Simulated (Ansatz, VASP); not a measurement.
# AgCl in VASP and in Ansatz

File INCAR:

```
SYSTEM = AgCl
ALGO = Normal ; EDIFF = 1E-6
ENCUT = 520 ; GGA = PE
ISIF = 2 ; ISMEAR = 0
LASPH = .True. ; LCHARG = .False.
LREAL = .False. ; LWAVE = .False.
NBANDS = 16 ; NELM = 100
PREC = Accurate ; SIGMA = 0.05
```

Contents of KPOINTS:

```
k-points
0
Gamma
  8 8 8
  0 0 0
```

POSCAR

```
AgCl
1.0
    0.0000000000      2.7454185000      2.7731500000
    2.7731500000      0.0000000000      2.7731500000
    2.7731500000      2.7454185000      0.0000000000
Ag Cl
1 1
Direct
    0.5000000000      0.5000000000      0.5000000000
    0.0000000000      0.0000000000      0.0000000000
```

Input for Ansatz:

```yaml
crystal:
  lattice:
    - [0.0, 2.7454185, 2.77315]
    - [2.77315, 0.0, 2.77315]
    - [2.77315, 2.7454185, 0.0]
  atoms:
    - { symbol: Ag, position: [0.5, 0.5, 0.5] }
    - { symbol: Cl, position: [0.0, 0.0, 0.0] }
basis:
  ecutwfc: 420
kpoints:
  mp_grid: { grid: [8, 8, 8] }
hamiltonian:
  xc: pbe
scf:
  occupations: { method: gaussian, width: 0.05 }
output:
  forces: true
  stress: true
  eigenvalues: true
```

Change from the starting cell: strain -0.0100 x Voigt [0, 1, 0, 0, 0, 0], atoms carried along.

Alike in both runs: task single point; functional PBE; k mesh 8 × 8 × 8; occupations gaussian, width 0.05 eV; no spin polarisation.

|  | VASP | Ansatz |
| --- | --- | --- |
| version | VASP 6.6.1 | Ansatz 0.2.0 |
| potentials or method | VASP PAW PBE potentials, release 64 (Ag, Cl), cutoff 520 eV | scalar-relativistic, plane waves, PAW |
| valence electrons in the cell | 18 | 26 |

```tsv
	VASP	Ansatz	Ansatz less VASP
gap on the k mesh at the Fermi level (eV)	0.88	0.88	+0.003
least direct gap on the mesh (eV)	3.21	3.21	+0.002
pressure (GPa)	2.0	2.1	+0.15
traceless stress, the component that is largest in VASP (GPa)	0.18	0.19	+0.007
```

VASP's potentials hold 18 valence electrons a cell and Ansatz's 26, so a difference there can come from the potentials and not from the codes.
